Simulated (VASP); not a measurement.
# CoSi2 (R-3m) in VASP: single point with PBE

Aim: the single point of CoSi2 with PBE.

Program: VASP 6.6.1. These are calculated values, not measurements. Logs are shortened: lines on timing, memory, paths and dates and some standing lists are left out, and cuts for length are marked.

## (1) The cell of the first run

The structure is trigonal, space group R-3m (No. 166). Conventional cell: a = 3.813 Å, b = 3.813 Å, c = 9.200 Å, α = 90.00°, β = 90.00°, γ = 120.00°. Co (site symmetry -3m) has 8 Si at 2.30 to 2.33 Å within 3.0 Å. Within 3.0 Å of Si (site symmetry 3m) lie 4 Co at 2.30 to 2.33 Å and 6 Si at 2.68 Å.

## (2) Single point, PBE, collinear spin, ferromagnetic start (equal xy, yz and zx shear strains of -1 %)

INCAR

```
PREC = Accurate
ENCUT = 520
EDIFF = 1E-6
ISMEAR = -1
SIGMA = 0.05
LREAL = F
LASPH = T
NELM = 150
ALGO = Normal
ISIF = 2
LWAVE = F
LCHARG = T
ISPIN = 2
MAGMOM = 2 0 0
LORBIT = 11
LMAXMIX = 4
GGA = PE
LELF = T
LVHAR = T
NBANDS = 20
```

KPOINTS

```
regular mesh
0
Gamma
  11 11 11
```

POSCAR

```
CoSi2
1.0
   -0.0268250000      2.6690875000      2.6690875000
    2.6690875000     -0.0268250000      2.6690875000
    2.6690875000      2.6690875000     -0.0268250000
Co Si
1 2
Direct
    0.0000000000      0.0000000000      0.0000000000
    0.2500000000      0.2500000000      0.2500000000
    0.7500000000      0.7500000000      0.7500000000
```

Potentials or basis: VASP PAW PBE potentials, release 64 (Co, Si).

Command:

```bash
$ cat potpaw_PBE.64/Co/POTCAR potpaw_PBE.64/Si/POTCAR > POTCAR
$ mpirun -np 1 vasp_std > vasp.out
```

OUTCAR:

```text
PREC = Accurate
   ENCUT = 520
   EDIFF = 1E-6
   ISMEAR = -1
   LREAL = F
   LASPH = T
   NELM = 150
   ISIF = 2
   ISPIN = 2
   LORBIT = 11
   GGA = PE

 ion  position               nearest neighbor table
   1  0.000  0.000  0.000-   2 2.30   3 2.30   3 2.33   3 2.33   2 2.33   2 2.33   3 2.33   2 2.33

   2  0.250  0.250  0.250-   1 2.30   1 2.33   1 2.33   1 2.33   3 2.68   3 2.68   3 2.68   3 2.68
                             3 2.68   3 2.68
   3  0.750  0.750  0.750-   1 2.30   1 2.33   1 2.33   1 2.33   2 2.68   2 2.68   2 2.68   2 2.68
                             2 2.68   2 2.68

  LATTYP: Found a trigonal (rhomboedric) cell.
 ALAT       =     3.7747550577
 COS(alpha) =     0.4899250057

  Lattice vectors:

 A1 = (  -0.0268250000,   2.6690875000,   2.6690875000)
 A2 = (   2.6690875000,  -0.0268250000,   2.6690875000)
 A3 = (   2.6690875000,   2.6690875000,  -0.0268250000)

Analysis of symmetry for initial positions (statically):
=====================================================================
 Subroutine PRICEL returns:
 Original cell was already a primitive cell.

 Routine SETGRP: Setting up the symmetry group for a
 trigonal (rhombohedral) supercell.

 Subroutine GETGRP returns: Found 12 space group operations
 (whereof 12 operations were pure point group operations)
 out of a pool of 12 trial point group operations.

The static configuration has the point symmetry D_3d.

Analysis of symmetry for dynamics (positions and initial velocities):
=====================================================================
 Subroutine PRICEL returns:
 Original cell was already a primitive cell.

 Routine SETGRP: Setting up the symmetry group for a
 trigonal (rhombohedral) supercell.

 Subroutine GETGRP returns: Found 12 space group operations
 (whereof 12 operations were pure point group operations)
 out of a pool of 12 trial point group operations.

The dynamic configuration has the point symmetry D_3d.

Analysis of structural, dynamic, and magnetic symmetry:
=====================================================================
 Subroutine PRICEL returns:
 Original cell was already a primitive cell.

 Routine SETGRP: Setting up the symmetry group for a
 trigonal (rhombohedral) supercell.

 Subroutine GETGRP returns: Found 12 space group operations
 (whereof 12 operations were pure point group operations)
 out of a pool of 12 trial point group operations.

[... 119 lines left out ...]
   IALGO  =     38    algorithm
   IMIX   =      4    mixing-type and parameters
     AMIX     =   0.40;   BMIX     =  1.00
     AMIX_MAG =   1.60;   BMIX_MAG =  1.00
  volume/ion in A,a.u.               =      12.87        86.83
  Fermi-wavevector in a.u.,A,eV,Ry     =   1.245525  2.353700 21.107146  1.551331
  Thomas-Fermi vector in A             =   2.379743
   LORBIT       =     11    0 simple, 1 ext, 2 COOP (PROOUT), +10 PAW based schemes
   GGA     = PE    functional components
   LHFCALC =     F    Hartree Fock is set to
   AEXX    =    0.0000 exact exchange contribution
   IVDW    =     0    specifies the selected vdW correction
   LEPSILON=     F    determine dielectric tensor
   LRPA    =     F    only Hartree local field effects (RPA)
 spin polarized calculation
  energy-cutoff  :      520.00
  volume of cell :       38.60
 maximum number of plane-waves:      1050
   NGX = 13   NGY = 13   NGZ = 13

 number of electron      16.9999995 magnetization      -0.0008893

 number of electron      16.9999995 magnetization       0.0002005

 Free energy of the ion-electron system (eV)
  ---------------------------------------------------
  ext. energy  EPLUGINS =         0.00000000
  ---------------------------------------------------
  free energy    TOTEN  =       -19.29429165 eV

  energy without entropy =      -19.28597201  energy(sigma->0) =      -19.29013183

 E-fermi :  10.0227     XC(G=0): -11.7240

 val. band max:       10.0209004241   @ k =  -0.2727   0.2727   0.0000
 cond. band min:      10.0306521557   @ k =   0.3636   0.1818  -0.0000
 fundamental gap:      0.0097517316
 Fermi energy:        10.0227173440

 spin component 1

 k-point     1 :       0.0000    0.0000    0.0000
  band No.  band energies     occupation
      1      -3.0603      1.00000
      2       5.9512      1.00000
      3       5.9512      1.00000
      4       6.0058      1.00000
      5       8.1342      1.00000
      6       8.1342      1.00000
[... 541 lines left out ...]
     19      24.0834      0.00000
     20      25.9327      0.00000

 [... further k-points ...]

 spin component 2

 k-point     1 :       0.0000    0.0000    0.0000
  band No.  band energies     occupation
      1      -3.0603      1.00000
      2       5.9512      1.00000
      3       5.9512      1.00000
      4       6.0058      1.00000
      5       8.1343      1.00000
      6       8.1343      1.00000
[... 541 lines left out ...]
     19      24.0833      0.00000
     20      25.9329      0.00000

 [... further k-points ...]
[... 5 lines left out ...]
  --------------------------------------------------------------------------------------
  -------------------------------------------------------------------------------------
  Total       -0.1506619     -0.1506619     -0.1506619      0.3707598      0.3707598      0.3707598
  in kB       -6.2531319     -6.2531319     -6.2531319     15.3881625     15.3881625     15.3881625
  external PRESSURE =      -6.2531319 kB  Pullay stress =       0.0000000 kB

 VOLUME and BASIS-vectors are now :
 -----------------------------------------------------------------------------
  energy-cutoff  :      520.00
  volume of cell :       38.60
      direct lattice vectors                 reciprocal lattice vectors
    -0.026825000  2.669087500  2.669087500    -0.184529263  0.186402657  0.186402657
     2.669087500 -0.026825000  2.669087500     0.186402657 -0.184529263  0.186402657
     2.669087500  2.669087500 -0.026825000     0.186402657  0.186402657 -0.184529263

 POSITION                                       TOTAL-FORCE (eV/Angst)
 -----------------------------------------------------------------------------------
      0.00000      0.00000      0.00000         0.000000     -0.000000      0.000000
      1.32784      1.32784      1.32784         0.092349      0.092349      0.092349
      3.98351      3.98351      3.98351        -0.092349     -0.092349     -0.092349
 -----------------------------------------------------------------------------------
    total drift:                               -0.000000     -0.000000      0.000000

  FREE ENERGIE OF THE ION-ELECTRON SYSTEM (eV)
  ---------------------------------------------------
  free  energy   TOTEN  =       -19.2942916464 eV

  energy  without entropy=      -19.2859720141  energy(sigma->0) =      -19.29013183

 total charge

# of ion       s       p       d       tot
------------------------------------------
    1        0.538   0.714   7.590   8.842
    2        0.717   0.870   0.000   1.587
    3        0.717   0.870   0.000   1.587
--------------------------------------------------
tot          1.972   2.454   7.590  12.016

 magnetization (x)

# of ion       s       p       d       tot
------------------------------------------
    1        0.000   0.000   0.000   0.000
    2        0.000  -0.000   0.000  -0.000
    3        0.000  -0.000   0.000  -0.000
--------------------------------------------------
tot          0.000  -0.000   0.000   0.000
```

Wall time 80 s (1 thread of Intel Xeon 6975P-C (Granite Rapids), shared host); peak memory 0.29 GiB.

What came out:

```yaml
Free_energy: -19.2943 eV
Pressure: -0.6 GPa
Largest_force: 0.160 eV/Å
Net_moment: 0.00 μB per cell
Valence_electrons_inside_the_program's_atomic_spheres: Co 8.84; Si 1.59
```

Forces in eV/Å, atoms in the order of the input:
```
Co   0.000  0.000  0.000
Si   0.092  0.092  0.092
Si  -0.092 -0.092 -0.092
```

Caveat: the cell differs from its parent crystal (equal xy, yz and zx shear strains of -1 %); the starting moments collapsed, and a magnetic state may lie lower.
